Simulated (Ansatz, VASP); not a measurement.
# One calculation of NaF, two programs

```
Na F
1.0
     0.00000    2.38569    2.38569
     2.38569    0.00000    2.38569
     2.38569    2.38569    0.00000
Na F
1 1
Direct
  0.00000 0.00000 0.00000
  0.50000 0.50000 0.50000
```

Alike in both runs: task single point; functional RPBE; dispersion D4; k mesh 8 × 8 × 8; occupations gaussian, width 0.05 eV; no spin polarisation.

|  | VASP | Ansatz |
| --- | --- | --- |
| version | VASP 6.6.1 | Ansatz 0.2.0 |
| potentials or method | VASP PAW PBE potentials, release 64 (Na_pv, F), cutoff 520 eV | scalar-relativistic, plane waves, PAW |
| valence electrons in the cell | 14 | 16 |

```csv
,VASP,Ansatz,Ansatz less VASP
gap on the k mesh at the Fermi level (eV),6.17,6.18,+0.009
least direct gap on the mesh (eV),6.17,6.18,+0.009
pressure (GPa),-0.1,0.0,+0.12
```

VASP's potentials were made for PBE, not for RPBE. VASP's potentials hold 14 valence electrons a cell and Ansatz's 16, so a difference there can come from the potentials and not from the codes.
